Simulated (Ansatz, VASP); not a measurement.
Two plane-wave programs on Ag

```
Ag
1.0
     2.92585    0.00000    0.00000
    -1.46293    2.53386    0.00000
     0.00000    0.00000   12.14357
Ag
5
Direct
  0.66667 0.33333 0.80016
  0.00000 0.00000 0.00000
  0.33333 0.66667 0.19984
  0.66667 0.33333 0.39992
  0.33333 0.66667 0.60008
```

Alike in both runs: functional PBE; k mesh 6 × 6 × 2; occupations gaussian, width 0.1 eV; no spin polarisation.

Ansatz relaxed the structure, and its values are those at the end. VASP's run is a single point on that final structure, the one shown.

|  | VASP | Ansatz |
| --- | --- | --- |
| version | VASP 6.6.1 | Ansatz 0.2.0 |
| potentials or method | VASP PAW PBE potentials, release 64 (Ag), cutoff 520 eV | scalar-relativistic, plane waves, PAW |
| valence electrons in the cell | 55 | 95 |

|  | VASP | Ansatz | Ansatz less VASP |
| --- | --- | --- | --- |
| gap on the k mesh at the Fermi level (eV) | none | none | - |
| pressure (GPa) | -0.1 | 0.1 | +0.13 |

A gap of «none» marks a metal or a gap that the smearing closes. VASP's potentials hold 55 valence electrons a cell and Ansatz's 95, so a difference there can come from the potentials and not from the codes.

The k mesh is coarse, so the values compare programs but aren't converged.
